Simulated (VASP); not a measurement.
# Be16H (a cell with a defect) in VASP: further runs

The runs below take Be16H (a cell with a defect) through single point, with PBEsol.

Program: VASP 6.6.1. These are calculated values, not measurements. Logs are shortened: lines on timing, memory, paths and dates and some standing lists are left out, and cuts for length are marked.

## (1) The cell of the first run

The cell holds a defect, 17 atoms: a = 4.580 Å, b = 3.966 Å, c = 7.177 Å, α = 90.00°, β = 90.00°, γ = 90.00°.

## (2) Single point, PBEsol

INCAR reads:

```
PREC     = Accurate       # precision mode
ENCUT    = 520            # plane-wave cutoff, eV
EDIFF    = 1E-6           # SCF threshold, eV
ISMEAR   = -1             # smearing method
SIGMA    = 0.15           # smearing width, eV
LREAL    = Auto         
LASPH    = True           # aspherical terms in the spheres
NELM     = 100            # most SCF steps
ALGO     = Normal         # electronic algorithm
ISIF     = 2              # what is computed and relaxed
LWAVE    = False          # write WAVECAR
LCHARG   = False          # write CHGCAR
GGA      = PS             # functional
NBANDS   = 30             # bands
```

KPOINTS reads:

```
regular mesh
0
Gamma
  4 4 3
```

POSCAR reads:

```
Be16H
1.0
   -2.2900000000     -3.9663960000      0.0000000000
    3.4350000000     -1.9831980000      0.0000000000
    0.0000000000      0.0000000000      7.1768600000
Be H
16 1
Direct
    0.7505912951      0.5007062782      0.0041036052
    0.4999375246      0.3335924109      0.2484185284
    0.7503971953      0.5012336469      0.4954223713
    0.4781925989      0.3197738141      0.7493802304
    0.5001481400      0.0000067658     -0.0023624538
    0.2504548199      0.8326793413      0.2471714650
    0.4988326815      0.0001472608      0.4966419855
    0.2504509586      0.8218747293      0.7469589765
    0.2505033138      0.4996927478     -0.0007334684
    0.0009480615      0.3337269464      0.2484320441
    0.2503691335      0.4992894660      0.4959937912
    0.0224531335      0.3198429915      0.7493590512
    0.0010205618      0.0000771722     -0.0023970093
    0.7504779295      0.8363221131      0.2477674080
    0.0019756399      0.0001400918      0.4966447722
    0.7504612131      0.8679913182      0.7485132774
    0.7502517757      0.5030356816      0.7223574098
```

Potentials or basis: VASP PAW PBE potentials, release 64 (Be, H).

The run is started by

```bash
cat potpaw_PBE.64/Be/POTCAR potpaw_PBE.64/H/POTCAR > POTCAR
mpirun -np 1 vasp_std > vasp.out
```

OUTCAR:

```text
PREC = Accurate
   ENCUT = 520
   EDIFF = 1E-6
   ISMEAR = -1
   LREAL = Auto
   LASPH = True
   NELM = 100
   ISIF = 2
   GGA = PS

 ion  position               nearest neighbor table
   1  0.751  0.501  0.004-  10 2.20  14 2.20   2 2.20   5 2.29  13 2.29   9 2.29   9 2.29  13 2.29
                             5 2.29  12 2.33   4 2.33  16 2.34
   2  0.500  0.334  0.248-   1 2.20  11 2.21   3 2.21   7 2.22   9 2.22   5 2.23  14 2.28  10 2.29
                             6 2.29   6 2.29  10 2.29  14 2.30
   3  0.750  0.501  0.495-  17 1.63  10 2.21   2 2.21  14 2.22   7 2.29  11 2.29  15 2.29  11 2.29
                             7 2.30  15 2.30  12 2.32   4 2.32  16 2.33
   4  0.478  0.320  0.749-  17 1.46  12 2.09  16 2.18   5 2.19   9 2.19  11 2.21   7 2.22   8 2.23
                             8 2.25   3 2.32   1 2.33
   5  0.500  0.000  0.998-  16 2.19   4 2.19   6 2.23  14 2.23   2 2.23   8 2.25  13 2.29   9 2.29
                             1 2.29   9 2.29   1 2.29  13 2.29
   6  0.250  0.833  0.247-   9 2.22  11 2.22   7 2.22  15 2.22  13 2.23   5 2.23  10 2.29   2 2.29
                            14 2.29  14 2.29   2 2.29  10 2.29
   7  0.499  0.000  0.497-  16 2.21   4 2.22   2 2.22  14 2.22   6 2.22   8 2.24  15 2.28  11 2.28
                            11 2.29   3 2.29   3 2.30  15 2.30
   8  0.250  0.822  0.747-  11 2.21   9 2.22   4 2.23  12 2.23   7 2.24  15 2.24  13 2.25   5 2.25
                             4 2.25  12 2.25  16 2.30  16 2.30
   9  0.251  0.500  0.999-   4 2.19  12 2.19   6 2.22   8 2.22   2 2.22  10 2.22  13 2.29   5 2.29
                             1 2.29  13 2.29   5 2.29   1 2.29
  10  0.001  0.334  0.248-   1 2.20  11 2.21   3 2.21  15 2.22   9 2.22  13 2.23  14 2.28   6 2.29
                             2 2.29   6 2.29   2 2.29  14 2.30
  11  0.250  0.499  0.496-   8 2.21  10 2.21   2 2.21  12 2.21   4 2.21   6 2.22  15 2.28   7 2.28
                            15 2.29   7 2.29   3 2.29   3 2.29
  12  0.022  0.320  0.749-  17 1.46   4 2.09  16 2.18  13 2.19   9 2.19  11 2.21  15 2.22   8 2.23
                             8 2.25   3 2.32   1 2.33
  13  0.001  0.000  0.998-  16 2.19  12 2.19   6 2.23  14 2.23  10 2.23   8 2.25   5 2.29   9 2.29
                             1 2.29   9 2.29   1 2.29   5 2.29
  14  0.750  0.836  0.248-   1 2.20   3 2.22  15 2.22   7 2.22   5 2.23  13 2.23   2 2.28  10 2.28
                             6 2.29   6 2.29  10 2.30   2 2.30
  15  0.002  0.000  0.497-  16 2.21  12 2.22  10 2.22  14 2.22   6 2.22   8 2.24   7 2.28  11 2.28
                            11 2.29   3 2.29   3 2.30   7 2.30
  16  0.750  0.868  0.749-  17 1.46  12 2.18   4 2.18   5 2.19  13 2.19  15 2.21   7 2.21   8 2.30
                             8 2.30   3 2.33   1 2.34
  17  0.750  0.503  0.722-   4 1.46  12 1.46  16 1.46   3 1.63

  LATTYP: Found a simple orthorhombic cell.
 ALAT       =     3.9663962620
 B/A-ratio  =     1.1547004875
 C/A-ratio  =     1.8094157835

  Lattice vectors:

 A1 = (  -3.4350000000,   1.9831980000,   0.0000000000)
 A2 = (  -2.2900000000,  -3.9663960000,   0.0000000000)
 A3 = (   0.0000000000,   0.0000000000,   7.1768600000)

Analysis of symmetry for initial positions (statically):
=====================================================================
 Subroutine PRICEL returns:
 Original cell was already a primitive cell.

 Routine SETGRP: Setting up the symmetry group for a
 simple orthorhombic supercell.

 Subroutine GETGRP returns: Found  1 space group operations
 (whereof  1 operations were pure point group operations)
 out of a pool of  8 trial point group operations.

The static configuration has the point symmetry C_1 .

Analysis of symmetry for dynamics (positions and initial velocities):
=====================================================================
 Subroutine PRICEL returns:
 Original cell was already a primitive cell.

 Routine SETGRP: Setting up the symmetry group for a
 simple orthorhombic supercell.

 Subroutine GETGRP returns: Found  1 space group operations
 (whereof  1 operations were pure point group operations)
 out of a pool of  8 trial point group operations.

The dynamic configuration has the point symmetry C_1 .

 Subroutine INISYM returns: Found  1 space group operations
 (whereof  1 operations are pure point group operations),
 and found     1 'primitive' translations

----------------------------------------------------------------------------------------

                                     Primitive cell

  volume of cell :     130.3755

  direct lattice vectors                    reciprocal lattice vectors
    -2.290000000 -3.966396000  0.000000000    -0.109170306 -0.189088533  0.000000000
     3.435000000 -1.983198000  0.000000000     0.218340611 -0.126059022  0.000000000
     0.000000000  0.000000000  7.176860000     0.000000000  0.000000000  0.139336702
[... 56 lines left out ...]
     0.000000000  0.000000000  0.046445567     0.000000000  0.000000000  0.333333333

  Length of vectors
     0.054585156  0.063029507  0.046445567

  Shift w.r.t. Gamma in fractional coordinates (k-lattice)
     0.000000000  0.000000000  0.000000000

 Subroutine IBZKPT returns following result:
 ===========================================

 Found     26 irreducible k-points:

 Following reciprocal coordinates:
            Coordinates               Weight
  0.000000  0.000000  0.000000      1.000000
  0.250000  0.000000  0.000000      2.000000
  0.500000  0.000000  0.000000      1.000000
  0.000000  0.250000  0.000000      2.000000
  0.250000  0.250000  0.000000      2.000000
 -0.250000  0.250000  0.000000      2.000000
[... 16 lines left out ...]
  0.000000  0.500000  0.333333      2.000000
  0.250000  0.500000  0.333333      2.000000
 [... further k-points ...]
   k-points           NKPTS =     26   k-points in BZ     NKDIM =     26   number of bands    NBANDS=     30
   number of dos      NEDOS =    301   number of ions     NIONS =     17
   total plane-waves  NPLWV =  58320
   dimension x,y,z NGX =    36 NGY =   30 NGZ =   54
   dimension x,y,z NGXF=    72 NGYF=   60 NGZF=  108
   ions per type =              16   1
   NGX,Y,Z   is equivalent  to a cutoff of  13.07, 12.57, 12.51 a.u.
   NGXF,Y,Z  is equivalent  to a cutoff of  26.13, 25.15, 25.02 a.u.
 SYSTEM =  unknown system
   PREC   = accura    normal or accurate (medium, high low for compatibility)
   ISTART =      0    job   : 0-new  1-cont  2-samecut
   ICHARG =      2    charge: 1-file 2-atom 10-const
   ISPIN  =      1    spin polarized calculation?
   LNONCOLLINEAR =      F non collinear calculations
   LSORBIT =      F    spin-orbit coupling
   LASPH  =      T    aspherical Exc in radial PAW
   ENCUT  =  520.0 eV  38.22 Ry    6.18 a.u.   8.52  7.37 13.34*2*pi/ulx,y,z
   NELM   =    100;   NELMIN=  2; NELMDL= -5     # of ELM steps
   EDIFF  = 0.1E-05   stopping-criterion for ELM
   LREAL  =      T    real-space projection
   EDIFFG = 0.1E-04   stopping-criterion for IOM
   NSW    =      0    number of steps for IOM
   IBRION =     -1    ionic relax: 0-MD 1-quasi-New 2-CG
   NFREE  =      0    steps in history (QN), initial steepest desc. (CG)
   ISIF   =      2    stress and relaxation
   ISYM   =      2    0-nonsym 1-usesym 2-fastsym
   POTIM  = 0.5000    time-step for ionic-motion
   TEBEG  =    0.0;   TEEND  =   0.0 temperature during run
   PSTRESS=    0.0 pullay stress
   NELECT =      33.0000    total number of electrons
   NUPDOWN=      -1.0000    fix difference up-down
   EMIN   =  10.00;   EMAX   =-10.00  energy-range for DOS
   EFERMI =   0.00;   METHOD = LEGACY
   ISMEAR =    -1;   SIGMA  =   0.15  broadening in eV -4-tet -1-fermi 0-gaus
   EFERMI_NEDOS =   21; number of points for ismear=-14 and -15
   IALGO  =     38    algorithm
   IMIX   =      4    mixing-type and parameters
     AMIX     =   0.40;   BMIX     =  1.00
     AMIX_MAG =   1.60;   BMIX_MAG =  1.00
  volume/ion in A,a.u.               =       7.67        51.75
  Fermi-wavevector in a.u.,A,eV,Ry     =   1.035573  1.956950 14.591049  1.072412
  Thomas-Fermi vector in A             =   2.169923
   LORBIT       =      0    0 simple, 1 ext, 2 COOP (PROOUT), +10 PAW based schemes
   GGA     = PS    functional components
   LHFCALC =     F    Hartree Fock is set to
   AEXX    =    0.0000 exact exchange contribution
   IVDW    =     0    specifies the selected vdW correction
   LEPSILON=     F    determine dielectric tensor
   LRPA    =     F    only Hartree local field effects (RPA)
 non-spin polarized calculation
  energy-cutoff  :      520.00
  volume of cell :      130.38
 maximum number of plane-waves:      3529
 NGX is ok and might be reduce to    36
   NGX = 17   NGY = 15   NGZ = 27

 number of electron      33.0000000 magnetization

 Free energy of the ion-electron system (eV)
  ---------------------------------------------------
  ext. energy  EPLUGINS =         0.00000000
  ---------------------------------------------------
  free energy    TOTEN  =       -65.66742483 eV

  energy without entropy =      -65.53343752  energy(sigma->0) =      -65.60043117

 E-fermi :   7.3861     XC(G=0): -10.5845

 val. band max:        7.3593247625   @ k =   0.5000   0.0000   0.0000
 cond. band min:       7.4406113705   @ k =   0.5000   0.2500   0.0000
 fundamental gap:      0.0812866081
 Fermi energy:         7.3861336186

 k-point     1 :       0.0000    0.0000    0.0000
  band No.  band energies     occupation
      1      -5.1294      2.00000
      2      -2.9507      2.00000
      3      -2.1909      2.00000
      4      -0.3031      2.00000
      5       0.9474      2.00000
      6       1.5250      2.00000
[... 733 lines left out ...]
     27      12.9553      0.00000
     28      13.2706      0.00000

 [... further k-points ...]

 [bands above 28 left out]

------------------------ aborting loop because EDIFF is reached ----------------------------------------

  FORCE on cell =-STRESS in cart. coord.  units (eV):
  Direction    XX          YY          ZZ          XY          YZ          ZX
  --------------------------------------------------------------------------------------
  -------------------------------------------------------------------------------------
  Total       -0.2698853     -0.2296178      0.6103044      0.0367027      0.0007504     -0.0002418
  in kB       -3.3166054     -2.8217605      7.4999959      0.4510371      0.0092220     -0.0029713
  external PRESSURE =       0.4538767 kB  Pullay stress =       0.0000000 kB

 VOLUME and BASIS-vectors are now :
 -----------------------------------------------------------------------------
  energy-cutoff  :      520.00
  volume of cell :      130.38
      direct lattice vectors                 reciprocal lattice vectors
    -2.290000000 -3.966396000  0.000000000    -0.109170306 -0.189088533  0.000000000
     3.435000000 -1.983198000  0.000000000     0.218340611 -0.126059022  0.000000000
     0.000000000  0.000000000  7.176860000     0.000000000  0.000000000  0.139336702

 POSITION                                       TOTAL-FORCE (eV/Angst)
 -----------------------------------------------------------------------------------
      0.00107     -3.97014      0.02945         0.003251      0.002577     -0.012621
      0.00103     -2.64453      1.78286         0.002293     -0.007188      0.004299
      0.00333     -3.97042      3.55558        -0.003403      0.002239      0.002426
      0.00336     -2.53088      5.37820        -0.000870      0.001455      0.004778
     -1.14532     -1.98380      7.15990        -0.001980     -0.002206     -0.001951
      2.28671     -2.64477      1.77392         0.009381     -0.006449     -0.004108
[... 9 lines left out ...]
      1.26299     -4.69803      5.37198         0.000287      0.000202      0.011215
      0.00985     -3.97341      5.18426        -0.003087     -0.002232     -0.010826
 -----------------------------------------------------------------------------------
    total drift:                                0.000320      0.000333      0.001192

  FREE ENERGIE OF THE ION-ELECTRON SYSTEM (eV)
  ---------------------------------------------------
  free  energy   TOTEN  =       -65.6674248254 eV

  energy  without entropy=      -65.5334375234  energy(sigma->0) =      -65.60043117
```

Run time: 2 min. Hardware: 1 thread of Intel Xeon 6975P-C (Granite Rapids), shared host; peak memory 0.25 GiB.

Results:

| Item | Value |
| --- | --- |
| Free energy | -65.6674 eV |
| Pressure | 0.0 GPa |
| Largest force | 0.015 eV/Å |
| Band gap on the k mesh | zero (an odd number of electrons rules out a gap without spin polarisation) |

Forces on the atoms (eV/Å):
```
Be   0.003  0.003 -0.013
Be   0.002 -0.007  0.004
Be  -0.003  0.002  0.002
Be  -0.001  0.001  0.005
Be  -0.002 -0.002 -0.002
Be   0.009 -0.006 -0.004
Be   0.003  0.006 -0.006
Be  -0.007  0.005  0.012
Be  -0.002  0.002 -0.002
Be   0.003  0.003  0.004
Be  -0.002 -0.001 -0.001
Be  -0.001 -0.005  0.005
Be   0.003  0.009  0.000
Be   0.001  0.000  0.003
Be  -0.004 -0.008 -0.007
Be   0.000  0.000  0.011
H   -0.003 -0.002 -0.011
```

Caveat: the k points lie up to 0.40 Å⁻¹ apart, too coarse for converged energies and pressures of a metal; the PAW data sets were made with another functional, which shifts forces and pressure a little.

## (3) Single point, PBEsol

INCAR reads:

```
SYSTEM = Be16H
PREC = Accurate ; ENCUT = 520
EDIFF = 1E-6 ; ISMEAR = -1
SIGMA = 0.15 ; LREAL = Auto
LASPH = .True. ; NELM = 60
ALGO = Normal ; ISIF = 2
LWAVE = .False. ; LCHARG = .False.
GGA = PS ; NBANDS = 30
```

KPOINTS reads:

```
Automatic mesh
0
Gamma
  4 4 3
  0 0 0
```

POSCAR is that of step 2.

Potentials or basis: VASP PAW PBE potentials, release 64 (Be, H).

The run is started by

```bash
cat potpaw_PBE.64/Be/POTCAR potpaw_PBE.64/H/POTCAR > POTCAR
mpirun -np 1 vasp_std > vasp.out
```

OUTCAR:

```text
SYSTEM = Be16H
   PREC = Accurate
   ENCUT = 520
   EDIFF = 1E-6
   ISMEAR = -1
   LREAL = Auto
   LASPH = .True.
   NELM = 60
   ISIF = 2
   GGA = PS

 ion  position               nearest neighbor table
   1  0.751  0.501  0.004-  10 2.20  14 2.20   2 2.20   5 2.29  13 2.29   9 2.29   9 2.29  13 2.29
                             5 2.29  12 2.33   4 2.33  16 2.34
   2  0.500  0.334  0.248-   1 2.20  11 2.21   3 2.21   7 2.22   9 2.22   5 2.23  14 2.28  10 2.29
                             6 2.29   6 2.29  10 2.29  14 2.30
   3  0.750  0.501  0.495-  17 1.63  10 2.21   2 2.21  14 2.22   7 2.29  11 2.29  15 2.29  11 2.29
                             7 2.30  15 2.30  12 2.32   4 2.32  16 2.33
[... 1005 lines left out ...]
  in kB       -3.3166054     -2.8217605      7.4999959      0.4510371      0.0092220     -0.0029713
  external PRESSURE =       0.4538767 kB  Pullay stress =       0.0000000 kB

 VOLUME and BASIS-vectors are now :
 -----------------------------------------------------------------------------
  energy-cutoff  :      520.00
  volume of cell :      130.38
      direct lattice vectors                 reciprocal lattice vectors
    -2.290000000 -3.966396000  0.000000000    -0.109170306 -0.189088533  0.000000000
     3.435000000 -1.983198000  0.000000000     0.218340611 -0.126059022  0.000000000
     0.000000000  0.000000000  7.176860000     0.000000000  0.000000000  0.139336702

 POSITION                                       TOTAL-FORCE (eV/Angst)
 -----------------------------------------------------------------------------------
      0.00107     -3.97014      0.02945         0.003251      0.002577     -0.012621
      0.00103     -2.64453      1.78286         0.002293     -0.007188      0.004299
      0.00333     -3.97042      3.55558        -0.003403      0.002239      0.002426
      0.00336     -2.53088      5.37820        -0.000870      0.001455      0.004778
     -1.14532     -1.98380      7.15990        -0.001980     -0.002206     -0.001951
      2.28671     -2.64477      1.77392         0.009381     -0.006449     -0.004108
[... 9 lines left out ...]
      1.26299     -4.69803      5.37198         0.000287      0.000202      0.011215
      0.00985     -3.97341      5.18426        -0.003087     -0.002232     -0.010826
 -----------------------------------------------------------------------------------
    total drift:                                0.000320      0.000333      0.001192

  FREE ENERGIE OF THE ION-ELECTRON SYSTEM (eV)
  ---------------------------------------------------
  free  energy   TOTEN  =       -65.6674248254 eV

  energy  without entropy=      -65.5334375234  energy(sigma->0) =      -65.60043117
```

OSZICAR:

```text
N       E                     dE             d eps       ncg     rms          rms(c)
DAV:   1     0.311021118313E+02    0.31102E+02   -0.12746E+04  1560   0.931E+02
DAV:   2    -0.618521065767E+02   -0.92954E+02   -0.85657E+02  2074   0.171E+02
DAV:   3    -0.660366061453E+02   -0.41845E+01   -0.40977E+01  2060   0.300E+01
DAV:   4    -0.660804323732E+02   -0.43826E-01   -0.43728E-01  1964   0.365E+00
DAV:   5    -0.660809057558E+02   -0.47338E-03   -0.47326E-03  2010   0.295E-01    0.428E+00
DAV:   6    -0.657840751770E+02    0.29683E+00   -0.89800E-02  2002   0.159E+00    0.252E+00
DAV:   7    -0.656686258350E+02    0.11545E+00   -0.11697E-01  1916   0.171E+00    0.293E-01
DAV:   8    -0.656675558047E+02    0.10700E-02   -0.80315E-03  1878   0.439E-01    0.121E-01
DAV:   9    -0.656674263024E+02    0.12950E-03   -0.60800E-04  2036   0.108E-01    0.272E-02
DAV:  10    -0.656674230360E+02    0.32664E-05   -0.47437E-05  1938   0.325E-02    0.769E-03
DAV:  11    -0.656674242653E+02   -0.12293E-05   -0.29645E-06  1762   0.789E-03    0.151E-03
DAV:  12    -0.656674248254E+02   -0.56004E-06   -0.25162E-07  1266   0.265E-03
   1 F= -.65667425E+02 E0= -.65600431E+02  d E =-.133987E+00
```

Wall time 2.1 min (1 thread of Intel Xeon 6975P-C (Granite Rapids), shared host); peak memory 0.25 GiB.

Results:

| Item | Value |
| --- | --- |
| Free energy | -65.6674 eV |
| Pressure | 0.0 GPa |
| Largest force | 0.015 eV/Å |
| Band gap on the k mesh | zero (an odd number of electrons rules out a gap without spin polarisation) |

Forces in eV/Å, atoms in the order of the input:
```
Be   0.003  0.003 -0.013
Be   0.002 -0.007  0.004
Be  -0.003  0.002  0.002
Be  -0.001  0.001  0.005
Be  -0.002 -0.002 -0.002
Be   0.009 -0.006 -0.004
Be   0.003  0.006 -0.006
Be  -0.007  0.005  0.012
Be  -0.002  0.002 -0.002
Be   0.003  0.003  0.004
Be  -0.002 -0.001 -0.001
Be  -0.001 -0.005  0.005
Be   0.003  0.009  0.000
Be   0.001  0.000  0.003
Be  -0.004 -0.008 -0.007
Be   0.000  0.000  0.011
H   -0.003 -0.002 -0.011
```

Levels at points of the mesh, in eV from the Fermi level:
| k point | band 13 | band 14 | band 15 | band 16 | band 17 | band 18 | band 19 | band 20 |
| --- | --- | --- | --- | --- | --- | --- | --- | --- |
| (0.00, 0.00, 0.00) | -4.06 | -3.72 | -0.82 | 0.14 | 0.38 | 0.52 | 0.85 | 1.00 |
| (0.50, 0.00, 0.00) | -2.45 | -2.43 | -2.38 | -2.35 | -0.35 | -0.03 | 0.37 | 0.46 |
| (0.00, 0.50, 0.00) | -3.78 | -3.69 | -2.72 | -2.57 | -0.14 | 0.63 | 0.64 | 0.79 |
| (0.50, 0.50, 0.00) | -1.26 | -1.06 | -0.97 | -0.83 | -0.47 | 0.35 | 0.52 | 0.58 |

Caveat: the k points lie up to 0.40 Å⁻¹ apart, too coarse for converged energies and pressures of a metal; the PAW data sets were made with another functional, which shifts forces and pressure a little.

The gap in the log of VASP goes by the Fermi energy; the results here count the filled bands.